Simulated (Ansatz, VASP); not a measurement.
Ge in VASP and in Ansatz

```
CELL_PARAMETERS angstrom
0.00000 2.83874 2.83874
2.83874 0.00000 2.83874
2.83874 2.83874 0.00000
ATOMIC_POSITIONS crystal
Ge 0.50000 0.50000 0.50000
Ge 0.75000 0.75000 0.75000
```

Alike in both runs: functional PBEsol; k mesh 14 × 14 × 14; occupations fermi-dirac, width 0.15 eV; no spin polarisation.

Ansatz relaxed the structure, and its values are those at the end. VASP's run is a single point on that final structure, the one shown.

|  | VASP | Ansatz |
| --- | --- | --- |
| version | VASP 6.6.1 | Ansatz 0.2.0 |
| potentials or method | VASP PAW PBE potentials, release 64 (Ge_d), cutoff 520 eV | scalar-relativistic, plane waves, PAW |
| valence electrons in the cell | 28 | 28 |

Ansatz gave:

- gap on the k mesh at the Fermi level (eV): none
- pressure (GPa): 0.0

**Question.** Estimate VASP's values.

**Answer.** gap on the k mesh at the Fermi level (eV): none; pressure (GPa): -0.4.

VASP's potentials were made for PBE, not for PBEsol. A gap of «none» marks a metal or a gap that the smearing closes. With one functional, cell and mesh, what is left measures potentials, basis and numerics.
